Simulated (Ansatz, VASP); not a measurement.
## Ga2SnH6 in VASP and in Ansatz

```
Ga Sn H
1.0
     0.00000    3.76577    3.76577
     3.76577    0.00000    3.76577
     3.76577    3.76577    0.00000
Ga Sn H
2 1 6
Direct
  0.75000 0.75000 0.75000
  0.25000 0.25000 0.25000
  0.00000 0.00000 0.00000
  0.50000 0.00000 0.00000
  0.00000 0.50000 0.00000
  0.00000 0.00000 0.50000
  0.00000 0.50000 0.50000
  0.50000 0.00000 0.50000
  0.50000 0.50000 0.00000
```

Alike in both runs: functional PBE; k mesh 4 × 4 × 4; occupations gaussian, width 0.1 eV; no spin polarisation.

Ansatz relaxed the structure, and its values are those at the end. VASP's run is a single point on that final structure, the one shown.

|  | VASP | Ansatz |
| --- | --- | --- |
| version | VASP 6.6.1 | Ansatz 0.2.0 |
| potentials or method | VASP PAW PBE potentials, release 64 (Ga_d, Sn_d, H), cutoff 520 eV | scalar-relativistic, plane waves, PAW |
| valence electrons in the cell | 46 | 46 |

|  | VASP | Ansatz | Ansatz less VASP |
| --- | --- | --- | --- |
| gap on the k mesh at the Fermi level (eV) | none | none | - |
| pressure (GPa) | -0.1 | 0.0 | +0.06 |

A gap of «none» marks a metal or a gap that the smearing closes.

The k mesh is coarse, so the values compare programs but aren't converged.
